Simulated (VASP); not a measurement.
Wanted: the native input for a VASP 6.6.1 run.

```yaml
Task: single point
Functional: PBE
Potentials_or_basis: VASP PAW PBE potentials, release 64 (Si, C)
Cutoff: 520 eV
k_mesh: 1 × 1 × 1, shifted
Occupations: fermi-dirac, width 0.3447 eV
Spin: no spin polarisation
Dipole_correction: no
Further_INCAR_settings: ALGO = Normal; EDIFF = 1e-07; NBANDS = 41; ISYM = 0
```

The structure of SiC6 lies in POSCAR:

```
SiC6
1.0
    5.2607330000     -0.0401340000      0.1481530000
   -0.0401340000      5.1317960000      0.1176100000
    0.1481530000      0.1176100000      5.3357620000
Si C
2 12
Direct
    0.4736777445      0.0636163162     -0.2417768435
    0.8759699158      0.6983535533      0.8258413827
    0.7344170986      0.9156296107      0.3982545895
    0.3709180695      0.8269667134      0.0305667344
    0.0037311237      0.3441873721     -0.0660116876
    0.0717817882      0.9432985407     -0.0065707632
    0.4946460862      0.5947322272      0.9398661787
    0.0232834140      1.0106265429      0.2932081125
    0.8030087318      0.6061457184      0.4877627693
    0.4834544769      0.9489479995      0.2956076367
    0.2390246854      1.0205642518      0.4100711790
    0.7666181484      1.4149796331      0.3402995611
    0.9560199509      1.2962668351      0.1933249335
    0.3383031124      0.4058993563     -0.1779375550
```

One way to write it, as run:

INCAR

```
ALGO = Normal
EDIFF = 1E-7
ENCUT = 520
GGA = PE
ISIF = 2
ISMEAR = -1
ISYM = 0
LASPH = True
LCHARG = True
LELF = True
LREAL = False
LVHAR = True
LWAVE = False
NBANDS = 41
NELM = 100
PREC = Accurate
SIGMA = 0.3447
```

KPOINTS

```
Automatic mesh
0
Gamma
  1 1 1
  0.25 0.25 0.25
```

Potentials or basis: VASP PAW PBE potentials, release 64 (Si, C).

Run with:

```bash
$ cat potpaw_PBE.64/Si/POTCAR potpaw_PBE.64/C/POTCAR > POTCAR
$ mpirun -np 1 vasp_std > vasp.out
```

Results of the run:

| Item | Value |
| --- | --- |
| Pressure | -11.2 GPa |
| Largest force | 9.775 eV/Å |
| Band gap on the k mesh | 0.30 eV |

Caveat: the k points lie up to 1.23 Å⁻¹ apart.

It took 25 s on 1 thread of Intel Xeon 8259CL (shared host), peak memory 0.22 GiB.
